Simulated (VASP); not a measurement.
Wanted: the native input for a VASP 6.6.1 run.

```yaml
Task: single point
Functional: LDA
Potentials_or_basis: VASP PAW LDA potentials, release 64 (Mo_sv)
Cutoff: 520 eV
k_mesh: 24 × 24 × 24
Occupations: gaussian, width 0.15 eV
Spin: no spin polarisation
Dipole_correction: no
Further_INCAR_settings: ALGO = Fast; EDIFF = 1e-06; NBANDS = 13
```

The structure of Mo lies in POSCAR:

```
Mo
1.0
   -1.7634766507      1.7634766507      1.2467779921
    1.7634766507     -1.7634766507      1.2467779921
    1.7634766507      1.7634766507     -1.2467779921
Mo
1
Direct
    0.0000000000      0.0000000000      0.0000000000
```

This cell differs from its parent crystal: ratio of the length along z to the lengths across it x 0.707, volume and fractional coordinates fixed.

One way to write it, as run:

INCAR

```
SYSTEM = Mo
PREC = Accurate ; ENCUT = 520
EDIFF = 1E-6 ; ISMEAR = 0
SIGMA = 0.15 ; LREAL = .False.
LASPH = .True. ; NELM = 100
ALGO = Fast ; ISIF = 2
LWAVE = .False. ; LCHARG = .True.
LELF = .True. ; LVHAR = .True.
NBANDS = 13
```

KPOINTS

```
Automatic mesh
0
Gamma
  24 24 24
  0 0 0
```

Potentials or basis: VASP PAW LDA potentials, release 64 (Mo_sv).

Command:

```bash
$ cat potpaw_LDA.64/Mo_sv/POTCAR > POTCAR
$ mpirun -np 1 vasp_std > vasp.out
```

It gave:

The pressure is 6.4 GPa and the band gap on the k mesh is zero (bands 7 and 8 overlap by 6.10 eV).

Caveat: the stress differs along the axes, from -5 to 30 GPa.

It took 4.5 min on 1 thread of Intel Xeon 8259CL, on a shared host, peak memory 0.3 GiB.
